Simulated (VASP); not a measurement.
# Be24N in VASP: single point with PBE

Aim: the single point of Be24N with PBE.

Program: VASP 6.6.1. These are calculated values, not measurements. Logs are shortened: lines on timing, memory, paths and dates and some standing lists are left out, and cuts for length are marked.

## Step 1: The cell of the first run

The cell holds a slab with vacuum, 25 atoms: a = 4.525 Å, b = 7.134 Å, c = 19.869 Å, α = 90.00°, β = 90.00°, γ = 90.00°.

## Step 2: Single point, PBE

INCAR reads:

```
SYSTEM = Be24N
PREC     = Accurate       ! precision mode
ENCUT    = 520            ! plane-wave cutoff, eV
EDIFF    = 1E-7           ! SCF threshold, eV
ISMEAR   = 0              ! smearing method
SIGMA    = 0.1            ! smearing width, eV
LREAL    = Auto         
LASPH    = .True.         ! aspherical terms in the spheres
NELM     = 80             ! most SCF steps
ALGO     = Normal         ! electronic algorithm
ISIF     = 2              ! what is computed and relaxed
LWAVE    = .False.        ! write WAVECAR
LCHARG   = .False.        ! write CHGCAR
LDIPOL   = .True.       
IDIPOL   = 3            
DIPOL    = 0.5 0.5 0.320
GGA      = PE             ! functional
NBANDS   = 44             ! bands
```

KPOINTS reads:

```
Automatic mesh
0
Gamma
  6 4 1
  0 0 0
```

POSCAR reads:

```
Be24N
1.0
    4.5254381414      0.0000000000      0.0000000000
    0.0000000000      7.1336190818      0.0000000000
    0.0000000000      0.0000000000     19.8685529820
Be N
24 1
Direct
    0.0000000000      0.3750000000      0.2013231665
    0.0000000000      0.8750000000      0.2013231665
    0.5000000000      0.3750000000      0.2013231665
    0.5000000000      0.8750000000      0.2013231665
    0.2500000000      0.1250000000      0.2341987732
    0.2500000000      0.6250000000      0.2341987732
    0.7500000000      0.1250000000      0.2341987732
    0.7500000000      0.6250000000      0.2341987732
    0.2500000000      0.3750000000      0.2999499864
    0.2500000000      0.8750000000      0.2999499864
    0.7500000000      0.3750000000      0.2999499864
    0.7500000000      0.8750000000      0.2999499864
    0.0000000000      0.1250000000      0.3268353587
    0.0000000000      0.6250000000      0.3268353587
    0.5000000000      0.1250000000      0.3268353587
    0.5000000000      0.6250000000      0.3268353587
    0.0000000000      0.3750000000      0.3993099160
    0.0000000000      0.8750000000      0.3993099160
    0.5000000000      0.3750000000      0.3993099160
    0.5000000000      0.8750000000      0.3993099160
    0.2500000000      0.1250000000      0.4211958963
    0.2500000000      0.6250000000      0.4211958963
    0.7500000000      0.1250000000      0.4211958963
    0.7500000000      0.6250000000      0.4211958963
    0.5000000000      0.3750000000      0.4749656072
```

Potentials or basis: VASP PAW PBE potentials, release 64 (Be, N).

On the command line:

```console
cat potpaw_PBE.64/Be/POTCAR potpaw_PBE.64/N/POTCAR > POTCAR
mpirun -np 1 vasp_std > vasp.out
```

OUTCAR:

```text
SYSTEM = Be24N
   PREC = Accurate
   ENCUT = 520
   EDIFF = 1E-7
   ISMEAR = 0
   LREAL = Auto
   LASPH = .True.
   NELM = 80
   ISIF = 2
   GGA = PE

 ion  position               nearest neighbor table
   1  0.000  0.375  0.201-   5 2.21   6 2.21   7 2.21   8 2.21   9 2.26  11 2.26   3 2.26   3 2.26

   2  0.000  0.875  0.201-   5 2.21   6 2.21   7 2.21   8 2.21  10 2.26  12 2.26   4 2.26   4 2.26

   3  0.500  0.375  0.201-   5 2.21   6 2.21   7 2.21   8 2.21   9 2.26  11 2.26   1 2.26   1 2.26
[... 39 lines left out ...]
  23  0.750  0.125  0.421-  17 2.16  18 2.16  19 2.16  20 2.16  13 2.19  15 2.19  21 2.26  21 2.26

  24  0.750  0.625  0.421-  17 2.16  18 2.16  19 2.16  20 2.16  14 2.19  16 2.19  22 2.26  22 2.26

  25  0.500  0.375  0.475-  19 1.50

  LATTYP: Found a simple orthorhombic cell.
 ALAT       =     4.5254381414
 B/A-ratio  =     1.5763377730
 C/A-ratio  =     4.3904153280

  Lattice vectors:

 A1 = (   4.5254381414,   0.0000000000,   0.0000000000)
 A2 = (   0.0000000000,   7.1336190818,   0.0000000000)
 A3 = (   0.0000000000,   0.0000000000,  19.8685529820)

Analysis of symmetry for initial positions (statically):
=====================================================================
 Subroutine PRICEL returns:
 Original cell was already a primitive cell.

 Routine SETGRP: Setting up the symmetry group for a
 simple orthorhombic supercell.

 Subroutine GETGRP returns: Found  4 space group operations
 (whereof  2 operations were pure point group operations)
 out of a pool of  8 trial point group operations.

The static configuration has the point symmetry C_1h.
 The point group associated with its full space group is C_2v.

Analysis of symmetry for dynamics (positions and initial velocities):
=====================================================================
 Subroutine PRICEL returns:
 Original cell was already a primitive cell.

 Routine SETGRP: Setting up the symmetry group for a
 simple orthorhombic supercell.

 Subroutine GETGRP returns: Found  4 space group operations
 (whereof  2 operations were pure point group operations)
 out of a pool of  8 trial point group operations.

The dynamic configuration has the point symmetry C_1h.
 The point group associated with its full space group is C_2v.

 Subroutine INISYM returns: Found  4 space group operations
 (whereof  2 operations are pure point group operations),
 and found     1 'primitive' translations

----------------------------------------------------------------------------------------

                                     Primitive cell

  volume of cell :     641.4116

  direct lattice vectors                    reciprocal lattice vectors
     4.525438141  0.000000000  0.000000000     0.220973079  0.000000000  0.000000000
     0.000000000  7.133619082  0.000000000     0.000000000  0.140181300  0.000000000
     0.000000000  0.000000000 19.868552982     0.000000000  0.000000000  0.050330792

  length of vectors
     4.525438141  7.133619082 19.868552982     0.220973079  0.140181300  0.050330792

  position of ions in fractional coordinates (direct lattice)
     0.000000000  0.375000000  0.201323167
     0.000000000  0.875000000  0.201323167
     0.500000000  0.375000000  0.201323167
     0.500000000  0.875000000  0.201323167
     0.250000000  0.125000000  0.234198773
     0.250000000  0.625000000  0.234198773
[... 17 lines left out ...]
     0.750000000  0.625000000  0.421195896
     0.500000000  0.375000000  0.474965607

  ion indices of the primitive-cell ions
   primitive index   ion index
                 1           1
                 2           2
                 3           3
                 4           4
                 5           5
                 6           6
[... 17 lines left out ...]
                24          24
                25          25

----------------------------------------------------------------------------------------

 KPOINTS: Automatic mesh

Automatic generation of k-mesh.
 Grid dimensions read from file:
 generate k-points for:    6    4    1

 Generating k-lattice:

  Cartesian coordinates                     Fractional coordinates (reciprocal lattice)
     0.036828847  0.000000000  0.000000000     0.166666667  0.000000000  0.000000000
     0.000000000  0.035045325  0.000000000     0.000000000  0.250000000  0.000000000
     0.000000000  0.000000000  0.050330792     0.000000000  0.000000000  1.000000000

  Length of vectors
     0.036828847  0.035045325  0.050330792

  Shift w.r.t. Gamma in fractional coordinates (k-lattice)
     0.000000000  0.000000000  0.000000000

 Subroutine IBZKPT returns following result:
 ===========================================

 Found     12 irreducible k-points:

 Following reciprocal coordinates:
            Coordinates               Weight
  0.000000  0.000000  0.000000      1.000000
  0.166667  0.000000  0.000000      2.000000
  0.333333  0.000000  0.000000      2.000000
  0.500000  0.000000  0.000000      1.000000
  0.000000  0.250000  0.000000      2.000000
  0.166667  0.250000  0.000000      4.000000
  0.333333  0.250000  0.000000      4.000000
  0.500000  0.250000  0.000000      2.000000
  0.000000  0.500000  0.000000      1.000000
  0.166667  0.500000  0.000000      2.000000
  0.333333  0.500000  0.000000      2.000000
  0.500000  0.500000  0.000000      1.000000
   k-points           NKPTS =     12   k-points in BZ     NKDIM =     12   number of bands    NBANDS=     44
   number of dos      NEDOS =    301   number of ions     NIONS =     25
   total plane-waves  NPLWV = 291600
   dimension x,y,z NGX =    36 NGY =   54 NGZ =  150
   dimension x,y,z NGXF=    72 NGYF=  108 NGZF=  300
   ions per type =              24   1
   NGX,Y,Z   is equivalent  to a cutoff of  13.22, 12.58, 12.55 a.u.
   NGXF,Y,Z  is equivalent  to a cutoff of  26.45, 25.17, 25.10 a.u.
 SYSTEM =  Be24N
   PREC   = accura    normal or accurate (medium, high low for compatibility)
   ISTART =      0    job   : 0-new  1-cont  2-samecut
   ICHARG =      2    charge: 1-file 2-atom 10-const
   ISPIN  =      1    spin polarized calculation?
   LNONCOLLINEAR =      F non collinear calculations
   LSORBIT =      F    spin-orbit coupling
   LASPH  =      T    aspherical Exc in radial PAW
   ENCUT  =  520.0 eV  38.22 Ry    6.18 a.u.   8.41 13.26 36.94*2*pi/ulx,y,z
   NELM   =     80;   NELMIN=  2; NELMDL= -5     # of ELM steps
   EDIFF  = 0.1E-06   stopping-criterion for ELM
   LREAL  =      T    real-space projection
   EDIFFG = 0.1E-05   stopping-criterion for IOM
   NSW    =      0    number of steps for IOM
   IBRION =     -1    ionic relax: 0-MD 1-quasi-New 2-CG
   NFREE  =      0    steps in history (QN), initial steepest desc. (CG)
   ISIF   =      2    stress and relaxation
   ISYM   =      2    0-nonsym 1-usesym 2-fastsym
   POTIM  = 0.5000    time-step for ionic-motion
   TEBEG  =    0.0;   TEEND  =   0.0 temperature during run
   PSTRESS=    0.0 pullay stress
   NELECT =      53.0000    total number of electrons
   NUPDOWN=      -1.0000    fix difference up-down
   EMIN   =  10.00;   EMAX   =-10.00  energy-range for DOS
   EFERMI =   0.00;   METHOD = LEGACY
   ISMEAR =     0;   SIGMA  =   0.10  broadening in eV -4-tet -1-fermi 0-gaus
   EFERMI_NEDOS =   21; number of points for ismear=-14 and -15
   IALGO  =     38    algorithm
   IMIX   =      4    mixing-type and parameters
     AMIX     =   0.40;   BMIX     =  1.00
     AMIX_MAG =   1.60;   BMIX_MAG =  1.00
  volume/ion in A,a.u.               =      25.66       173.14
  Fermi-wavevector in a.u.,A,eV,Ry     =   0.713052  1.347473  6.917789  0.508443
  Thomas-Fermi vector in A             =   1.800589
   LORBIT       =      0    0 simple, 1 ext, 2 COOP (PROOUT), +10 PAW based schemes
   GGA     = PE    functional components
   LHFCALC =     F    Hartree Fock is set to
   AEXX    =    0.0000 exact exchange contribution
   IVDW    =     0    specifies the selected vdW correction
   LEPSILON=     F    determine dielectric tensor
   LRPA    =     F    only Hartree local field effects (RPA)
 non-spin polarized calculation
 Gauss-broadening in eV      SIGMA  =   0.10
  energy-cutoff  :      520.00
  volume of cell :      641.41
 maximum number of plane-waves:     17327
 NGX is ok and might be reduce to    36
   NGX = 17   NGY = 27   NGZ = 73

 dipolmoment           0.000000      0.000000     -0.113259 electrons x Angstroem

 number of electron      53.0000003 magnetization

 dipolmoment           0.000000      0.000000      0.237249 electrons x Angstroem

 Free energy of the ion-electron system (eV)
  ---------------------------------------------------
  ext. energy  EPLUGINS =         0.00000000
  ---------------------------------------------------
  free energy    TOTEN  =       -89.48329566 eV

  energy without entropy =      -89.46154201  energy(sigma->0) =      -89.47241883

 E-fermi :  -1.3577     XC(G=0):  -4.2280

 val. band max:       -1.4047275340   @ k =   0.0000   0.2500   0.0000
 cond. band min:      -1.3138164113   @ k =   0.3333   0.2500   0.0000
 fundamental gap:      0.0909111227
 Fermi energy:        -1.3576994723

 k-point     1 :       0.0000    0.0000    0.0000
  band No.  band energies     occupation
      1     -15.2422      2.00000
      2     -11.7940      2.00000
      3      -9.7749      2.00000
      4      -9.6559      2.00000
      5      -9.6069      2.00000
      6      -7.7834      2.00000
[... 481 lines left out ...]
     37       2.9121      0.00000
     38       2.9550      0.00000
 [bands above 38 left out]

------------------------ aborting loop because EDIFF is reached ----------------------------------------

 vacuum level on the upper side and lower side of the slab       (xc-potential included)         0.627        -0.669

  FORCE on cell =-STRESS in cart. coord.  units (eV):
  Direction    XX          YY          ZZ          XY          YZ          ZX
  --------------------------------------------------------------------------------------
  -------------------------------------------------------------------------------------
  Total       -2.8248689     -6.3665775      1.1605692      0.0000000      0.0000000      0.0000000
  in kB       -7.0562196    -15.9030280      2.8989775      0.0000000      0.0000000      0.0000000
  external PRESSURE =      -6.6867567 kB  Pullay stress =       0.0000000 kB

 VOLUME and BASIS-vectors are now :
 -----------------------------------------------------------------------------
  energy-cutoff  :      520.00
  volume of cell :      641.41
      direct lattice vectors                 reciprocal lattice vectors
     4.525438141  0.000000000  0.000000000     0.220973079  0.000000000  0.000000000
     0.000000000  7.133619082  0.000000000     0.000000000  0.140181300  0.000000000
     0.000000000  0.000000000 19.868552982     0.000000000  0.000000000  0.050330792

 POSITION                                       TOTAL-FORCE (eV/Angst)
 -----------------------------------------------------------------------------------
      0.00000      2.67511      4.00000         0.000000      0.000000      0.517308
      0.00000      6.24192      4.00000         0.000000      0.000000      0.469390
      2.26272      2.67511      4.00000         0.000000      0.000000      0.544608
      2.26272      6.24192      4.00000         0.000000      0.000000      0.412048
      1.13136      0.89170      4.65319         0.032188      0.071348     -0.711177
      1.13136      4.45851      4.65319         0.032188     -0.071348     -0.711177
[... 17 lines left out ...]
      3.39408      4.45851      8.36855        -0.323397     -0.227168      0.516218
      2.26272      2.67511      9.43688         0.000000      0.000000      0.036341
 -----------------------------------------------------------------------------------
    total drift:                                0.000000      0.000000      0.001494

  FREE ENERGIE OF THE ION-ELECTRON SYSTEM (eV)
  ---------------------------------------------------
  free  energy   TOTEN  =       -89.4832956566 eV

  energy  without entropy=      -89.4615420075  energy(sigma->0) =      -89.47241883

 vacuum level on the upper side and lower side of the slab         4.289         2.956
```

Wall time 12 min (1 thread of Oxide Virtual Turin-like, shared host); peak memory 0.66 GiB.

Results:

```
Free energy            : -89.4833 eV
Largest force          : 2.105 eV/Å
Band gap on the k mesh : zero (an odd number of electrons rules out a gap without spin polarisation)
```

Forces on the atoms (eV/Å):
```
Be   0.000  0.000  0.517
Be   0.000  0.000  0.469
Be   0.000  0.000  0.545
Be   0.000  0.000  0.412
Be   0.032  0.071 -0.711
Be   0.032 -0.071 -0.711
Be  -0.032  0.071 -0.711
Be  -0.032 -0.071 -0.711
Be  -0.009  0.000  0.009
Be  -0.007  0.000  0.107
Be   0.009  0.000  0.009
Be   0.007  0.000  0.107
Be   0.000  0.291  0.219
Be   0.000 -0.291  0.219
Be   0.000 -0.134  0.131
Be   0.000  0.134  0.131
Be   0.000  0.000 -0.059
Be   0.000  0.000  0.161
Be   0.000  0.000 -2.105
Be   0.000  0.000 -0.130
Be   0.323  0.227  0.516
Be   0.323 -0.227  0.516
Be  -0.323  0.227  0.516
Be  -0.323 -0.227  0.516
N    0.000  0.000  0.036
```

Levels at points of the mesh, in eV from the Fermi level:
| k point | band 25 | band 26 | band 27 | band 28 | band 29 | band 30 |
| --- | --- | --- | --- | --- | --- | --- |
| (0.00, 0.00, 0.00) | -0.98 | -0.91 | -0.13 | 0.61 | 0.74 | 1.04 |
| (0.50, 0.00, 0.00) | 0.18 | 0.43 | 0.51 | 0.77 | 1.23 | 1.24 |
| (0.00, 0.50, 0.00) | -1.21 | -0.95 | -0.50 | 0.30 | 0.32 | 0.61 |
| (0.50, 0.50, 0.00) | -0.61 | -0.42 | 0.17 | 0.27 | 0.28 | 1.31 |

The gap in the log of VASP goes by the Fermi energy; the results here count the filled bands.